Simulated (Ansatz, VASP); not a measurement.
## Two plane-wave programs on MgO

File INCAR:

```
PREC = Accurate ; ENCUT = 520
EDIFF = 1E-6 ; ISMEAR = 0
SIGMA = 0.05 ; LREAL = False
LASPH = True ; NELM = 60
ALGO = Normal ; ISIF = 2
LWAVE = False ; LCHARG = False
GGA = PS ; NBANDS = 11
```

The input KPOINTS:

```
regular mesh
0
Gamma
  10 10 10
```

The input POSCAR:

```
MgO
1.0
    0.0000000000      2.1427928167      2.1427928167
    2.1427928167      0.0000000000      2.1427928167
    2.1427928167      2.1427928167      0.0000000000
Mg O
1 1
Direct
    0.0000000000      0.0000000000      0.0000000000
    0.5000000000      0.5000000000      0.5000000000
```

Input for Ansatz:

```yaml
crystal:
  lattice:
    - [0.0, 2.1427928167, 2.1427928167]
    - [2.1427928167, 0.0, 2.1427928167]
    - [2.1427928167, 2.1427928167, 0.0]
  atoms:
    - { symbol: Mg, position: [0.0, 0.0, 0.0] }
    - { symbol: O, position: [0.5, 0.5, 0.5] }
basis:
  ecutwfc: 520.0
kpoints:
  mp_grid: { grid: [10, 10, 10] }
hamiltonian:
  xc: pbesol
  pseudopotentials: { kind: paw, azcp: { folder: soft_1 } }
scf:
  occupations: { method: gaussian, width: 0.05 }
output:
  forces: true
  stress: true
  eigenvalues: true
```

Change from the starting cell: mode 6 frozen in at +0.000 Å, equal normal strain along x, y and z +0.0167.

Alike in both runs: task single point; functional PBEsol; k mesh 10 × 10 × 10; occupations gaussian, width 0.05 eV; no spin polarisation.

|  | VASP | Ansatz |
| --- | --- | --- |
| version | VASP 6.6.1 | Ansatz 0.2.0 |
| potentials or method | VASP PAW PBE potentials, release 64 (Mg, O), cutoff 520 eV | scalar-relativistic, plane waves, PAW |
| valence electrons in the cell | 8 | 16 |

Ansatz gave:

```
gap on the k mesh at the Fermi level (eV) : 4.16
least direct gap on the mesh (eV)         : 4.16
pressure (GPa)                            : -7.1
```

What did VASP give for the same quantities?

gap on the k mesh at the Fermi level (eV): 4.15; least direct gap on the mesh (eV): 4.15; pressure (GPa): -7.7.

VASP's potentials were made for PBE, not for PBEsol, and Ansatz warns of the same on its side. VASP's potentials hold 8 valence electrons a cell and Ansatz's 16, so a difference there can come from the potentials and not from the codes.
